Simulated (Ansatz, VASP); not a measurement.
## TaN: VASP beside Ansatz

```xyz
2
Lattice="3.0224 0.0000 0.0000 -1.5112 2.6175 0.0000 0.0000 0.0000 2.7942" Properties=species:S:1:pos:R:3 pbc="T T T"
Ta    0.0000    1.7450    1.3971
N     0.0000    0.0000    0.0000
```

Alike in both runs: task single point; functional PBEsol; k mesh 21 × 21 × 18; occupations gaussian, width 0.15 eV; no spin polarisation.

|  | VASP | Ansatz |
| --- | --- | --- |
| version | VASP 6.6.1 | Ansatz 0.2.0 |
| potentials or method | VASP PAW PBE potentials, release 64 (Ta_pv, N), cutoff 520 eV | scalar-relativistic, plane waves, PAW |
| valence electrons in the cell | 16 | 18 |

```csv
,VASP,Ansatz,Ansatz less VASP
gap on the k mesh at the Fermi level (eV),none,none,-
pressure (GPa),-10.1,-10.8,-0.70
"traceless stress, the component that is largest in VASP (GPa)",23.96,23.83,-0.133
```

VASP's potentials were made for PBE, not for PBEsol. A gap of «none» marks a metal or a gap that the smearing closes. VASP's potentials hold 16 valence electrons a cell and Ansatz's 18, so a difference there can come from the potentials and not from the codes.

Spin-orbit coupling is off throughout.
